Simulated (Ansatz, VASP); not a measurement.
NaCl: VASP beside Ansatz

```xyz
2
Lattice="0.0000 2.7941 2.7941 2.7941 0.0000 2.7941 2.7941 2.7941 0.0000" Properties=species:S:1:pos:R:3 pbc="T T T"
Cl    2.7941    2.7941    2.7941
Na    0.0000    0.0000    0.0000
```

Alike in both runs: task single point; functional PBE; k mesh 8 × 8 × 8; occupations gaussian, width 0.022 eV; no spin polarisation.

|  | VASP | Ansatz |
| --- | --- | --- |
| version | VASP 6.6.1 | Ansatz 0.2.0 |
| potentials or method | VASP PAW PBE potentials, release 64 (Cl, Na_pv), cutoff 500 eV | all-electron LAPW, scalar-relativistic |

VASP gave:

* gap on the k mesh at the Fermi level (eV): 5.22
* least direct gap on the mesh (eV): 5.22
* pressure (GPa): 1.5

Task: Estimate Ansatz's values.

Result: gap on the k mesh at the Fermi level (eV): 5.22; least direct gap on the mesh (eV): 5.22; pressure (GPa): 1.6.

Ansatz ran all-electron here, and VASP with PAW potentials.
